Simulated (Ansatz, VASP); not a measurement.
**Two plane-wave programs on Ti**

INCAR

```
SYSTEM = Ti
PREC     = Accurate       ! precision mode
ENCUT    = 600            ! plane-wave cutoff, eV
EDIFF    = 1E-6           ! SCF threshold, eV
ISMEAR   = 0              ! smearing method
SIGMA    = 0.1            ! smearing width, eV
LREAL    = .FALSE.        ! projectors in reciprocal space
LASPH    = .TRUE.         ! aspherical terms in the spheres
NELM     = 100            ! most SCF steps
ALGO     = Fast           ! electronic algorithm
ISIF     = 3              ! what is computed and relaxed
LWAVE    = .FALSE.        ! write WAVECAR
LCHARG   = .FALSE.        ! write CHGCAR
GGA      = PE             ! functional
IBRION   = 2              ! ionic algorithm
NSW      = 100            ! ionic steps
EDIFFG   = -0.005         ! ionic threshold
```

File KPOINTS:

```
regular mesh
0
G
  18 18 10
  0 0 0
```

Contents of POSCAR:

```
Ti
1.0
    2.9500000000      0.0000000000      0.0000000000
   -1.4750000000      2.5547749412      0.0000000000
    0.0000000000      0.0000000000      4.6800000000
Ti
2
Direct
    0.3333333333      0.6666666667      0.2500000000
    0.6666666667      0.3333333333      0.7500000000
```

Input for Ansatz:

```yaml
crystal:
  lattice:
    - [2.95, 0.0, 0.0]
    - [-1.475, 2.5547749412, 0.0]
    - [0.0, 0.0, 4.68]
  atoms:
    - { symbol: Ti, position: [0.3333333333, 0.6666666667, 0.25] }
    - { symbol: Ti, position: [0.6666666667, 0.3333333333, 0.75] }
basis:
  ecutwfc: 420
kpoints:
  mp_grid: { grid: [18, 18, 10] }
hamiltonian:
  xc: pbe
scf:
  occupations: { method: gaussian, width: 0.1 }
output:
  forces: true
  stress: true
  eigenvalues: true
relax:
  adjacent_minimum: "off"
  f_tol: 0.005
  max_steps: 80
  cell: { stress_tol: 0.05 }
```

Alike in both runs: task relaxation of cell and atoms; functional PBE; k mesh 18 × 18 × 10; occupations gaussian, width 0.1 eV; no spin polarisation.

|  | VASP | Ansatz |
| --- | --- | --- |
| version | VASP 6.6.1 | Ansatz 0.2.0 |
| potentials or method | VASP PAW PBE potentials, release 64 (Ti_sv), cutoff 600 eV | scalar-relativistic, plane waves, PAW |
| valence electrons in the cell | 24 | 24 |

|  | VASP | Ansatz | Ansatz less VASP |
| --- | --- | --- | --- |
| gap on the k mesh at the Fermi level, each at its own relaxed structure (eV) | none | none | - |
| relaxed volume (Å³/atom) | 17.35 | 17.39 | +0.043 |
| relaxed length of the cell vector where the two differ most in proportion (Å) | 4.645 | 4.650 | +0.0051 |

A gap of «none» marks a metal or a gap that the smearing closes.
